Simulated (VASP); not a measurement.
Input of a VASP 6.6.1 run:

Contents of INCAR:

```
SYSTEM = Y
PREC = Accurate ; ENCUT = 500
EDIFF = 1E-6 ; ISMEAR = 1
SIGMA = 0.1 ; LREAL = .FALSE.
LASPH = .TRUE. ; NELM = 120
ALGO = Normal ; ISIF = 2
LWAVE = .FALSE. ; LCHARG = .FALSE.
GGA = CA ; NBANDS = 12
GGA_COMPAT = .FALSE.
```

Contents of KPOINTS:

```
regular mesh
0
G
  7 7 7
  0 0 0
```

POSCAR

```
Y
1.0
    0.0000000000      2.4532010158      2.4532010158
    2.4532010158      0.0000000000      2.4532010158
    2.4532010158      2.4532010158      0.0000000000
Y
1
Direct
    0.0000000000      0.0000000000      0.0000000000
```

Potentials or basis: VASP PAW LDA potentials, release 64 (Y_sv).

Command:

```sh
$ cat potpaw_LDA.64/Y_sv/POTCAR > POTCAR
$ mpirun -np 1 vasp_std > vasp.out
```

Q: Predict the band gap on the k mesh.

A: Zero (an odd number of electrons rules out a gap without spin polarisation).

Q: Predict the pressure.

A: -0.1 GPa.
